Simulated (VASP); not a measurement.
# SiC2 (P6/mmm) in VASP: further runs, part 2 of 2

VASP 6.6.1. The steps go on from the part before.

## Step 5: Single point, PBE-based screened hybrid

File POSCAR:

```
SiC2
1.0
    2.4649100000      0.0000000000      0.0000000000
   -1.2324500000      2.1346700000      0.0000000000
    0.0000000000      0.0000000000      7.1274500000
Si C
1 2
Direct
    0.0000000000      0.0000000000      0.0000000000
    0.3333300000      0.6666700000      0.5000000000
    0.6666700000      0.3333300000      0.5000000000
```

File INCAR.step1:

```
ALGO = Normal ; EDIFF = 1E-5
ENCUT = 520 ; GGA = PE
ISIF = 2 ; ISMEAR = -1
LASPH = T ; LCHARG = F
LREAL = F ; LWAVE = T
NBANDS = 13 ; NELM = 60
PREC = Accurate ; SIGMA = 0.05
```

File INCAR.step2:

```
AEXX = 0.1 ; ALGO = Normal
EDIFF = 1E-6 ; ENCUT = 520
GGA = PE ; HFSCREEN = 0.2
ISIF = 2 ; ISMEAR = -1
ISTART = 1 ; LASPH = T
LCHARG = F ; LHFCALC = T
LREAL = F ; LWAVE = F
NBANDS = 13 ; NELM = 60
PREC = Accurate ; PRECFOCK = Normal
SIGMA = 0.05
```

File KPOINTS:

```
k-points
0
Gamma
  6 6 2
```

Potentials or basis: VASP PAW PBE potentials, release 64 (Si, C).

Launch:

```bash
$ cat potpaw_PBE.64/Si/POTCAR potpaw_PBE.64/C/POTCAR > POTCAR
$ cp INCAR.step1 INCAR
$ mpirun -np 1 vasp_std > vasp.out
$ cp INCAR.step2 INCAR
$ mpirun -np 1 vasp_std > vasp.out
```

OUTCAR:

```text
AEXX = 0.1
   EDIFF = 1E-6
   ENCUT = 520
   GGA = PE
   HFSCREEN = 0.2
   ISIF = 2
   ISMEAR = -1
   ISTART = 1
   LASPH = T
   LHFCALC = T
   LREAL = F
   NELM = 60
   PREC = Accurate
   PRECFOCK = Normal

 ion  position               nearest neighbor table
   1  0.000  0.000  0.000-
   2  0.333  0.667  0.500-   3 1.42   3 1.42   3 1.42
   3  0.667  0.333  0.500-   2 1.42   2 1.42   2 1.42

  LATTYP: Found a hexagonal cell.
 ALAT       =     2.4649100000
 C/A-ratio  =     2.8915660207

  Lattice vectors:

 A1 = (   2.4649100000,   0.0000000000,   0.0000000000)
 A2 = (  -1.2324500000,   2.1346700000,   0.0000000000)
 A3 = (   0.0000000000,   0.0000000000,   7.1274500000)

Analysis of symmetry for initial positions (statically):
=====================================================================
 Subroutine PRICEL returns:
 Original cell was already a primitive cell.

 Routine SETGRP: Setting up the symmetry group for a
 hexagonal supercell.

[... 179 lines left out ...]
 fundamental gap:      0.0689635626
 Fermi energy:         5.2251176926

 k-point     1 :       0.0000    0.0000    0.0000
  band No.  band energies     occupation
      1     -15.3183      2.00000
      2      -7.9549      2.00000
      3      -3.1471      2.00000
      4       1.7815      2.00000
      5       1.7989      2.00000
      6       1.7997      2.00000
      7       8.6113      0.00000
      8      13.9249      0.00000
      9      13.9259      0.00000
     10      17.2080      0.00000
     11      17.3435      0.00000
     12      18.2704      0.00000
     13      19.4589      0.00000
[... 354 lines left out ...]
  band No.  band energies     occupation
      1     -10.7193      2.00000
      2      -6.8821      2.00000
      3      -3.3775      2.00000
      4      -1.6886      2.00000
      5       2.4049      2.00000
      6       3.6891      2.00000
      7       7.3324      0.00000
      8       7.9831      0.00000
      9       8.8912      0.00000
     10      12.8434      0.00000
     11      15.5780      0.00000
     12      16.3080      0.00000
     13      18.3280      0.00000

 [... further k-points ...]
[... 5 lines left out ...]
  --------------------------------------------------------------------------------------
  -------------------------------------------------------------------------------------
  Total        0.1597463      0.1583853      0.6412155     -0.0011777      0.0000000      0.0000000
  in kB        6.8245719      6.7664273     27.3935690     -0.0503133      0.0000000      0.0000000
  external PRESSURE =      13.6615227 kB  Pullay stress =       0.0000000 kB

 VOLUME and BASIS-vectors are now :
 -----------------------------------------------------------------------------
  energy-cutoff  :      520.00
  volume of cell :       37.50
      direct lattice vectors                 reciprocal lattice vectors
     2.464910000  0.000000000  0.000000000     0.405694326  0.234227291  0.000000000
    -1.232450000  2.134670000  0.000000000     0.000000000  0.468456483  0.000000000
     0.000000000  0.000000000  7.127450000     0.000000000  0.000000000  0.140302633

 POSITION                                       TOTAL-FORCE (eV/Angst)
 -----------------------------------------------------------------------------------
      0.00000      0.00000      0.00000         0.000000      0.000000      0.000000
     -0.00001      1.42312      3.56372        -0.000119      0.000069      0.000000
      1.23247      0.71155      3.56372         0.000119     -0.000069      0.000000
 -----------------------------------------------------------------------------------
    total drift:                               -0.000001      0.000000     -0.000000

  FREE ENERGIE OF THE ION-ELECTRON SYSTEM (eV)
  ---------------------------------------------------
  free  energy   TOTEN  =       -24.3044296050 eV

  energy  without entropy=      -24.2924713651  energy(sigma->0) =      -24.29845049
```

OSZICAR.step1:

```text
N       E                     dE             d eps       ncg     rms          rms(c)
DAV:   1     0.251717739183E+02    0.25172E+02   -0.56021E+03   676   0.784E+02
DAV:   2    -0.219677648900E+02   -0.47140E+02   -0.44168E+02   906   0.152E+02
DAV:   3    -0.243578107490E+02   -0.23900E+01   -0.23790E+01   869   0.306E+01
DAV:   4    -0.243774156531E+02   -0.19605E-01   -0.19602E-01   853   0.340E+00
DAV:   5    -0.243776726699E+02   -0.25702E-03   -0.25697E-03   916   0.352E-01    0.711E+00
DAV:   6    -0.232153743713E+02    0.11623E+01   -0.10237E+00   826   0.544E+00    0.411E+00
DAV:   7    -0.230248462287E+02    0.19053E+00   -0.10280E+00   831   0.545E+00    0.150E+00
DAV:   8    -0.230088381279E+02    0.16008E-01   -0.32485E-02   781   0.111E+00    0.143E+00
DAV:   9    -0.229677058659E+02    0.41132E-01   -0.15182E-01   832   0.182E+00    0.786E-01
DAV:  10    -0.229566279809E+02    0.11078E-01   -0.93531E-03   766   0.580E-01    0.490E-01
DAV:  11    -0.229380282491E+02    0.18600E-01   -0.20656E-02   831   0.638E-01    0.138E-01
DAV:  12    -0.229377066496E+02    0.32160E-03   -0.14942E-03   816   0.191E-01    0.807E-02
DAV:  13    -0.229375793343E+02    0.12732E-03   -0.52560E-04   816   0.102E-01    0.748E-02
DAV:  14    -0.229373939062E+02    0.18543E-03   -0.16431E-04   791   0.581E-02    0.180E-02
DAV:  15    -0.229373821174E+02    0.11789E-04   -0.86729E-06   754   0.176E-02    0.476E-03
DAV:  16    -0.229373815397E+02    0.57767E-06   -0.50968E-07   413   0.442E-03
   1 F= -.22937382E+02 E0= -.22931352E+02  d E =-.120598E-01
```

Wall time 10 min (1 thread of Oxide Virtual Turin-like, shared host); peak memory 0.22 GiB.

Results:

```
Free energy            : -24.3044 eV
Pressure               : 1.4 GPa
Band gap on the k mesh : zero (band 6 reaches 5.25 eV, above the bottom of band 7 at 5.18 eV)
```

Stress tensor (GPa, compression positive):
```
 0.68 -0.01  0.00
-0.01  0.68  0.00
 0.00  0.00  2.74
```

Caveat: the k points lie up to 0.49 Å⁻¹ apart; the PAW data sets were made with another functional, which shifts forces and pressure a little.

## Step 6: Single point, PBE-based screened hybrid

POSCAR is that of step 5.

File INCAR.step1:

```
PREC = Accurate
ENCUT = 520
EDIFF = 1E-5
ISMEAR = -1
SIGMA = 0.05
LREAL = F
LASPH = T
NELM = 80
ALGO = Normal
ISIF = 2
LWAVE = T
LCHARG = F
GGA = PE
NBANDS = 13
```

File INCAR.step2:

```
PREC = Accurate
ENCUT = 520
EDIFF = 1E-7
ISMEAR = -1
SIGMA = 0.05
LREAL = F
LASPH = T
NELM = 80
ALGO = Normal
ISIF = 2
LWAVE = F
LCHARG = F
GGA = PE
LHFCALC = T
AEXX = 0.15
HFSCREEN = 0.2
PRECFOCK = Normal
ISTART = 1
NBANDS = 13
```

File KPOINTS:

```
regular mesh
0
Gamma
  6 6 2
```

Potentials or basis: VASP PAW PBE potentials, release 64 (Si, C).

Launch:

```bash
$ cat potpaw_PBE.64/Si/POTCAR potpaw_PBE.64/C/POTCAR > POTCAR
$ cp INCAR.step1 INCAR
$ mpirun -np 1 vasp_std > vasp.out
$ cp INCAR.step2 INCAR
$ mpirun -np 1 vasp_std > vasp.out
```

Run time: 18 min. Hardware: 1 thread of Oxide Virtual Turin-like, shared host; peak memory 0.22 GiB.

It converged, with:

| Quantity | Value |
| --- | --- |
| Free energy | -24.9927 eV |
| Pressure | 0.7 GPa |
| Band gap on the k mesh | zero (band 6 reaches 5.24 eV, above the bottom of band 7 at 5.17 eV) |

Stress tensor (GPa, compression positive):
```
-0.36 -0.01  0.00
-0.01 -0.36  0.00
 0.00  0.00  2.74
```

Levels at points of the mesh, in eV from the Fermi level:
```tsv
k point	band 4	band 5	band 6	band 7	band 8	band 9
(0.00, 0.00, 0.00)	-3.63	-3.63	-3.57	3.45	8.88	8.88
(0.50, 0.00, 0.00)	-5.71	-4.61	-2.73	1.38	4.05	5.55
(0.50, 0.50, 0.00)	-5.71	-4.61	-2.73	1.39	4.05	5.55
(0.00, 0.00, 0.50)	-4.24	-3.63	-3.63	5.48	8.26	8.88
(0.50, 0.00, 0.50)	-5.75	-4.64	-2.62	1.94	3.23	5.09
(0.50, 0.50, 0.50)	-5.75	-4.64	-2.62	1.94	3.23	5.09
```

Caveat: the k points lie up to 0.49 Å⁻¹ apart; the PAW data sets were made with another functional, which shifts forces and pressure a little.

## Step 7: Overview

| share of exact exchange | gap on the mesh (eV) | pressure (GPa) | largest force (eV/Å) |
| --- | --- | --- | --- |
| 0.3 | none | -1.4 | 0.09 |
| 0.4 | none | -2.8 | 0.79 |
| 0.05 | none | 2.1 | - |
| 0.1 | none | 1.4 | - |
| 0.15 | none | 0.7 | - |

Alike in all rows: task single point; level PBE-based screened hybrid; potentials or basis VASP PAW PBE potentials, release 64 (Si, C); no spin polarisation; cell as given; k mesh 6 × 6 × 2; cutoff (eV) 520; smearing fermi-dirac 0.05 eV.

Caveats: all runs use coarse meshes; the PAW data sets were made with another functional, which shifts forces and pressure a little.

Total energies depend on the potentials used, so only differences within one code and one set of settings carry meaning.
